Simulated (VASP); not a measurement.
# Ni (Ia-3) in VASP: relaxation of cell and atoms with PBE

Aim: the relaxation of cell and atoms of Ni with PBE.

All numbers are computed with VASP 6.6.1; they aren't measurements. Logs are shortened: lines on timing, memory, paths and dates and some standing lists are left out, and cuts for length are marked.

**1. The cell of the first run**

Symmetry: Ia-3, No. 206, cubic system. The conventional cell has a = 5.722 Å, b = 5.722 Å, c = 5.722 Å, α = 90.00°, β = 90.00°, γ = 90.00°. Within 2.7 Å of Ni (site symmetry 3) lie 4 Ni at 2.04 to 2.05 Å.

**2. Relaxation of cell and atoms, PBE, collinear spin, ferromagnetic start**

INCAR reads:

```
PREC = Accurate
ENCUT = 600
EDIFF = 1E-7
ISMEAR = 0
SIGMA = 0.1
LREAL = F
LASPH = T
NELM = 150
ALGO = Normal
ISIF = 3
LWAVE = F
LCHARG = F
ISPIN = 2
MAGMOM = 0.72 0.72 0.72 0.72 0.72 0.72 0.72 0.72
LORBIT = 11
LMAXMIX = 4
GGA = PE
IBRION = 2
NSW = 90
EDIFFG = -0.04
```

KPOINTS reads:

```
Automatic mesh
0
Gamma
  4 4 4
```

POSCAR reads:

```
Ni
1.0
   -2.8611476596      2.8611476596      2.8611476596
    2.8611476596     -2.8611476596      2.8611476596
    2.8611476596      2.8611476596     -2.8611476596
Ni
8
Direct
    0.2060000000      0.2060000000      0.2060000000
    0.5000000000      0.0000000000      0.2940000000
    0.2940000000      0.5000000000      0.0000000000
    0.0000000000      0.2940000000      0.5000000000
    0.7940000000      0.7940000000      0.7940000000
    0.5000000000      0.0000000000      0.7060000000
    0.7060000000      0.5000000000      0.0000000000
    0.0000000000      0.7060000000      0.5000000000
```

Potentials or basis: VASP PAW PBE potentials, release 64 (Ni).

On the command line:

```bash
$ cat potpaw_PBE.64/Ni/POTCAR > POTCAR
$ mpirun -np 1 vasp_std > vasp.out
```

OUTCAR:

```text
PREC = Accurate
   ENCUT = 600
   EDIFF = 1E-7
   ISMEAR = 0
   LREAL = F
   LASPH = T
   NELM = 150
   ISIF = 3
   ISPIN = 2
   LORBIT = 11
   GGA = PE
   IBRION = 2
   NSW = 90
   EDIFFG = -0.04

 ion  position               nearest neighbor table
   1  0.206  0.206  0.206-   5 2.04   3 2.05   4 2.05   2 2.05   5 2.91
   2  0.500  0.000  0.294-   6 2.04   4 2.05   1 2.05   3 2.05   6 2.91
   3  0.294  0.500  0.000-   7 2.04   2 2.05   1 2.05   4 2.05   7 2.91
   4  0.000  0.294  0.500-   8 2.04   3 2.05   1 2.05   2 2.05   8 2.91
   5  0.794  0.794  0.794-   1 2.04   6 2.05   7 2.05   8 2.05   1 2.91
   6  0.500  0.000  0.706-   2 2.04   5 2.05   7 2.05   8 2.05   2 2.91
   7  0.706  0.500  0.000-   3 2.04   5 2.05   8 2.05   6 2.05   3 2.91
   8  0.000  0.706  0.500-   4 2.04   5 2.05   6 2.05   7 2.05   4 2.91

  LATTYP: Found a body centered cubic cell.
 ALAT       =     5.7222953192

  Lattice vectors:

 A1 = (  -2.8611476596,   2.8611476596,   2.8611476596)
 A2 = (   2.8611476596,  -2.8611476596,   2.8611476596)
 A3 = (   2.8611476596,   2.8611476596,  -2.8611476596)

Analysis of symmetry for initial positions (statically):
=====================================================================
 Subroutine PRICEL returns:
 Original cell was already a primitive cell.

 Routine SETGRP: Setting up the symmetry group for a
 body centered cubic supercell.

 Subroutine GETGRP returns: Found 24 space group operations
 (whereof  6 operations were pure point group operations)
 out of a pool of 48 trial point group operations.

The static configuration has the point symmetry S_6 .
 The point group associated with its full space group is T_h .

Analysis of symmetry for dynamics (positions and initial velocities):
=====================================================================
 Subroutine PRICEL returns:
 Original cell was already a primitive cell.

 Routine SETGRP: Setting up the symmetry group for a
 body centered cubic supercell.

 Subroutine GETGRP returns: Found 24 space group operations
 (whereof  6 operations were pure point group operations)
 out of a pool of 48 trial point group operations.

The dynamic configuration has the point symmetry S_6 .
 The point group associated with its full space group is T_h .

Analysis of structural, dynamic, and magnetic symmetry:
=====================================================================
 Subroutine PRICEL returns:
 Original cell was already a primitive cell.

 Routine SETGRP: Setting up the symmetry group for a
 body centered cubic supercell.

 Subroutine GETGRP returns: Found 24 space group operations
 (whereof  6 operations were pure point group operations)
 out of a pool of 48 trial point group operations.

The overall configuration has the point symmetry S_6 .
 The point group associated with its full space group is T_h .

 Subroutine INISYM returns: Found 24 space group operations
 (whereof  6 operations are pure point group operations),
 and found     1 'primitive' translations

----------------------------------------------------------------------------------------

                                     Primitive cell

  volume of cell :      93.6873

  direct lattice vectors                    reciprocal lattice vectors
    -2.861147660  2.861147660  2.861147660     0.000000000  0.174755049  0.174755049
     2.861147660 -2.861147660  2.861147660     0.174755049  0.000000000  0.174755049
     2.861147660  2.861147660 -2.861147660     0.174755049  0.174755049  0.000000000

  length of vectors
     4.955653114  4.955653114  4.955653114     0.247140961  0.247140961  0.247140961

  position of ions in fractional coordinates (direct lattice)
     0.206000000  0.206000000  0.206000000
     0.500000000  0.000000000  0.294000000
     0.294000000  0.500000000  0.000000000
     0.000000000  0.294000000  0.500000000
     0.794000000  0.794000000  0.794000000
     0.500000000  0.000000000  0.706000000
     0.706000000  0.500000000  0.000000000
     0.000000000  0.706000000  0.500000000

  ion indices of the primitive-cell ions
   primitive index   ion index
                 1           1
                 2           2
[... 37 lines left out ...]
  0.500000  0.000000  0.000000      6.000000
  0.250000  0.250000  0.000000     24.000000
  0.250000  0.250000  0.250000      2.000000
 -0.250000  0.250000  0.250000      6.000000
  0.500000  0.500000  0.250000     12.000000
  0.500000  0.500000  0.500000      1.000000
   k-points           NKPTS =      8   k-points in BZ     NKDIM =      8   number of bands    NBANDS=     51
   number of dos      NEDOS =    301   number of ions     NIONS =      8
   total plane-waves  NPLWV =  64000
   dimension x,y,z NGX =    40 NGY =   40 NGZ =   40
   dimension x,y,z NGXF=    80 NGYF=   80 NGZF=   80
   ions per type =               8
   NGX,Y,Z   is equivalent  to a cutoff of  13.42, 13.42, 13.42 a.u.
   NGXF,Y,Z  is equivalent  to a cutoff of  26.84, 26.84, 26.84 a.u.
 SYSTEM =  unknown system
   PREC   = accura    normal or accurate (medium, high low for compatibility)
   ISTART =      0    job   : 0-new  1-cont  2-samecut
   ICHARG =      2    charge: 1-file 2-atom 10-const
   ISPIN  =      2    spin polarized calculation?
   LNONCOLLINEAR =      F non collinear calculations
   LSORBIT =      F    spin-orbit coupling
   LASPH  =      T    aspherical Exc in radial PAW
   ENCUT  =  600.0 eV  44.10 Ry    6.64 a.u.   9.90  9.90  9.90*2*pi/ulx,y,z
   NELM   =    150;   NELMIN=  2; NELMDL= -5     # of ELM steps
   EDIFF  = 0.1E-06   stopping-criterion for ELM
   LREAL  =      F    real-space projection
   EDIFFG = -.4E-01   stopping-criterion for IOM
   NSW    =     90    number of steps for IOM
   IBRION =      2    ionic relax: 0-MD 1-quasi-New 2-CG
   NFREE  =      1    steps in history (QN), initial steepest desc. (CG)
   ISIF   =      3    stress and relaxation
   ISYM   =      2    0-nonsym 1-usesym 2-fastsym
   POTIM  = 0.5000    time-step for ionic-motion
   TEBEG  =    0.0;   TEEND  =   0.0 temperature during run
   PSTRESS=    0.0 pullay stress
   NELECT =      80.0000    total number of electrons
   NUPDOWN=      -1.0000    fix difference up-down
   EMIN   =  10.00;   EMAX   =-10.00  energy-range for DOS
[... 5 lines left out ...]
     AMIX     =   0.40;   BMIX     =  1.00
     AMIX_MAG =   1.60;   BMIX_MAG =  1.00
  volume/ion in A,a.u.               =      11.71        79.03
  Fermi-wavevector in a.u.,A,eV,Ry     =   1.553142  2.935013 32.820664  2.412251
  Thomas-Fermi vector in A             =   2.657416
   LORBIT       =     11    0 simple, 1 ext, 2 COOP (PROOUT), +10 PAW based schemes
   GGA     = PE    functional components
   LHFCALC =     F    Hartree Fock is set to
   AEXX    =    0.0000 exact exchange contribution
   IVDW    =     0    specifies the selected vdW correction
   LEPSILON=     F    determine dielectric tensor
   LRPA    =     F    only Hartree local field effects (RPA)
 conjugate gradient relaxation of ions
 spin polarized calculation
 Gauss-broadening in eV      SIGMA  =   0.10
  energy-cutoff  :      600.00
  volume of cell :       93.69
 maximum number of plane-waves:      3151
   NGX = 19   NGY = 19   NGZ = 19

--------------------------------------- Ionic step        1  -------------------------------------------

 number of electron      79.9999992 magnetization       4.9399933

 Free energy of the ion-electron system (eV)
  ---------------------------------------------------
  ext. energy  EPLUGINS =         0.00000000
  ---------------------------------------------------
  free energy    TOTEN  =       -33.55261070 eV

  energy without entropy =      -33.50181926  energy(sigma->0) =      -33.52721498

------------------------ aborting loop because EDIFF is reached ----------------------------------------

  FORCE on cell =-STRESS in cart. coord.  units (eV):
  Direction    XX          YY          ZZ          XY          YZ          ZX
  --------------------------------------------------------------------------------------
  -------------------------------------------------------------------------------------
  Total       23.6325789     23.6325789     23.6325789      0.0000000      0.0000000      0.0000000
  in kB      404.1484267    404.1484267    404.1484267      0.0000000      0.0000000      0.0000000
  external PRESSURE =     404.1484267 kB  Pullay stress =       0.0000000 kB
[... 107 lines left out ...]
  FREE ENERGIE OF THE ION-ELECTRON SYSTEM (eV)
  ---------------------------------------------------
  free  energy   TOTEN  =       -36.3218921698 eV

  energy  without entropy=      -36.2573971817  energy(sigma->0) =      -36.28964468

[... ionic steps 4 to 7 ...]

--------------------------------------- Ionic step        8  -------------------------------------------

 number of electron      80.0000031 magnetization      -6.4681199

------------------------ aborting loop because EDIFF is reached ----------------------------------------
[... 79 lines left out ...]
--------------------------------------- Ionic step       10  -------------------------------------------

 number of electron      80.0000082 magnetization      -6.5089983

 Free energy of the ion-electron system (eV)
  ---------------------------------------------------
  ext. energy  EPLUGINS =         0.00000000
  ---------------------------------------------------
  free energy    TOTEN  =       -36.45013903 eV

  energy without entropy =      -36.38212315  energy(sigma->0) =      -36.41613109

 E-fermi :   6.3729     XC(G=0): -11.6536

 val. band max:        6.3695492336   @ k =   0.2500   0.2500   0.0000
 cond. band min:       6.3895948714   @ k =  -0.2500   0.2500   0.2500
 fundamental gap:      0.0200456377
 Fermi energy:         6.3728893122

 spin component 1

 k-point     1 :       0.0000    0.0000    0.0000
  band No.  band energies     occupation
      1      -1.0783      1.00000
      2       3.0581      1.00000
      3       3.0581      1.00000
      4       3.2824      1.00000
      5       3.2824      1.00000
      6       3.2824      1.00000
[... 421 lines left out ...]
     50      12.7012      0.00000
     51      12.8168      0.00000
 Fermi energy:         6.3728893122

 spin component 2

 k-point     1 :       0.0000    0.0000    0.0000
  band No.  band energies     occupation
      1      -1.0916      1.00000
      2       2.3699      1.00000
      3       2.3699      1.00000
      4       2.5993      1.00000
      5       2.5993      1.00000
      6       2.5993      1.00000
[... 456 lines left out ...]
  FREE ENERGIE OF THE ION-ELECTRON SYSTEM (eV)
  ---------------------------------------------------
  free  energy   TOTEN  =       -36.4501390345 eV

  energy  without entropy=      -36.3821231498  energy(sigma->0) =      -36.41613109

 reached required accuracy - stopping structural energy minimisation

 total charge

# of ion       s       p       d       tot
------------------------------------------
    1        0.510   0.380   8.335   9.225
    2        0.510   0.380   8.335   9.225
    3        0.510   0.380   8.335   9.225
    4        0.510   0.380   8.335   9.225
    5        0.510   0.380   8.335   9.225
    6        0.510   0.380   8.335   9.225
    7        0.510   0.380   8.335   9.225
    8        0.510   0.380   8.335   9.225
--------------------------------------------------
tot          4.080   3.039  66.683  73.802

 magnetization (x)

# of ion       s       p       d       tot
------------------------------------------
    1        0.008   0.013  -0.837  -0.816
    2        0.008   0.013  -0.837  -0.816
    3        0.008   0.013  -0.837  -0.816
    4        0.008   0.013  -0.837  -0.816
    5        0.008   0.013  -0.837  -0.816
    6        0.008   0.013  -0.837  -0.816
    7        0.008   0.013  -0.837  -0.816
    8        0.008   0.013  -0.837  -0.816
--------------------------------------------------
tot          0.064   0.102  -6.697  -6.530
```

Run time: 11 min. Hardware: 1 thread of AMD EPYC 9R45 (Zen 5), shared host; peak memory 0.28 GiB.

Results:

```
Free energy                                           : -36.4501 eV
Relaxed volume                                        : 14.08 Å³/atom
Relaxed cell                                          : a = 5.270 Å, b = 5.270 Å, c = 5.270 Å, α = 109.47°, β = 109.47°, γ = 109.47°
Space group after relaxing (to 0.05 Å)                : Ia-3 (No. 206)
Energy gained by relaxing                             : 362.2 meV/atom
Ionic steps                                           : 10
Pressure after relaxing                               : -0.4 GPa
Largest force after relaxing                          : 0.036 eV/Å
Net moment                                            : -6.51 μB per cell
Site moments                                          : Ni -0.82 μB
Valence electrons inside the program's atomic spheres : Ni 9.22
```

Forces in eV/Å, atoms in the order of the input:
```
Ni   0.021  0.021  0.021
Ni  -0.021 -0.021  0.021
Ni   0.021 -0.021 -0.021
Ni  -0.021  0.021 -0.021
Ni  -0.021 -0.021 -0.021
Ni   0.021  0.021 -0.021
Ni  -0.021  0.021  0.021
Ni   0.021 -0.021  0.021
```

The path:
```
step  energy change (eV)  largest force (eV/Å)  pressure (GPa)  volume (Å³)
   1              0.0000                2.4714           40.41        93.69
   2             -1.3278                0.1223          -14.92       139.72
   3             -2.7693                0.3304           -1.97       115.94
   4             -2.7712                0.3529           -1.42       115.39
   5             -2.7712                0.3726           -0.95       114.92
   6             -2.8184                0.2921           -0.14       113.65
   7             -2.8655                0.1527            2.14       110.75
   8             -2.8926                0.0646           -0.20       112.62
   9             -2.8934                0.0501           -0.68       113.03
  10             -2.8975                0.0356           -0.42       112.67
```

Final structure:
```xyz
8
Lattice="-3.0427 3.0427 3.0427 3.0427 -3.0427 3.0427 3.0427 3.0427 -3.0427" Properties=species:S:1:pos:R:3 pbc="T T T"
Ni    0.7166    0.7166    0.7166
Ni   -0.7166    2.3261    0.7166
Ni    3.7593    2.3261   -0.7166
Ni    2.3261    0.7166   -0.7166
Ni    2.3261    2.3261    2.3261
Ni    3.7593    0.7166    2.3261
Ni   -0.7166    0.7166    3.7593
Ni    3.7593   -0.7166    0.7166
```

Caveat: the k points lie up to 0.37 Å⁻¹ apart in the final cell; the volume moved by over 15 % at a fixed basis, so the end points are rough.
